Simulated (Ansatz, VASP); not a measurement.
K3Pd: VASP beside Ansatz

```xyz
4
Lattice="5.4450 0.0000 0.0000 0.0000 5.4450 0.0000 0.0000 0.0000 5.4450" Properties=species:S:1:pos:R:3 pbc="T T T"
K     2.7225    2.7225    0.0000
K     2.7225    0.0000    2.7225
K     0.0000    2.7225    2.7225
Pd    0.0000    0.0000    0.0000
```

Alike in both runs: task single point; functional PBE; k mesh 5 × 5 × 5; occupations fermi-dirac, width 0.2 eV; no spin polarisation.

```csv
,VASP,Ansatz
version,VASP 6.6.1,Ansatz 0.2.0
potentials or method,"VASP PAW PBE potentials, release 64 (K_sv, Pd), cutoff 520 eV","plane waves, PAW"
valence electrons in the cell,37,45
```

```tsv
	VASP	Ansatz	Ansatz less VASP
pressure (GPa)	0.0	0.0	+0.01
```

VASP's potentials hold 37 valence electrons a cell and Ansatz's 45, so a difference there can come from the potentials and not from the codes.
